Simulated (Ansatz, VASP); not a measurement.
## Two plane-wave programs on Rh

Contents of INCAR:

```
  PREC = Accurate
  ENCUT = 520
  EDIFF = 1E-6
  ISMEAR = 0
  SIGMA = 0.15
  LREAL = F
  LASPH = T
  NELM = 100
  ALGO = Normal
  ISIF = 2
  LWAVE = F
  LCHARG = F
  GGA = CA
  NBANDS = 14
```

The input KPOINTS:

```
Automatic mesh
0
Gamma
  22 22 22
```

File POSCAR:

```
Rh
1.0
    0.0000000000      1.8387187836      1.8387187836
    1.8387187836      0.0000000000      1.8387187836
    1.8387187836      1.8387187836      0.0000000000
Rh
1
Direct
    0.0000000000      0.0000000000      0.0000000000
```

Input for Ansatz:

```yaml
crystal:
  lattice:
    - [0.0, 1.8387187836, 1.8387187836]
    - [1.8387187836, 0.0, 1.8387187836]
    - [1.8387187836, 1.8387187836, 0.0]
  atoms:
    - { symbol: Rh, position: [0.0, 0.0, 0.0] }
basis:
  ecutwfc: 420
kpoints:
  mp_grid: { grid: [22, 22, 22] }
hamiltonian:
  xc: lda
  pseudopotentials: { kind: paw, azcp: { folder: soft_1 } }
scf:
  occupations: { method: gaussian, width: 0.15 }
  lower_state_search: "off"
output:
  forces: true
  stress: true
  eigenvalues: true
```

Alike in both runs: task single point; functional LDA; k mesh 22 × 22 × 22; occupations gaussian, width 0.15 eV; no spin polarisation.

|  | VASP | Ansatz |
| --- | --- | --- |
| version | VASP 6.6.1 | Ansatz 0.2.0 |
| potentials or method | VASP PAW LDA potentials, release 64 (Rh_pv), cutoff 520 eV | scalar-relativistic, plane waves, PAW |
| valence electrons in the cell | 15 | 17 |

```csv
,VASP,Ansatz,Ansatz less VASP
gap on the k mesh at the Fermi level (eV),none,none,-
pressure (GPa),24.1,23.1,-1.02
```

Ansatz warns that its potentials were made for another functional, while VASP's fit it. LDA's correlation is that of Perdew and Zunger in VASP and of Perdew and Wang (1992) in Ansatz. A gap of «none» marks a metal or a gap that the smearing closes. VASP's potentials hold 15 valence electrons a cell and Ansatz's 17, so a difference there can come from the potentials and not from the codes.
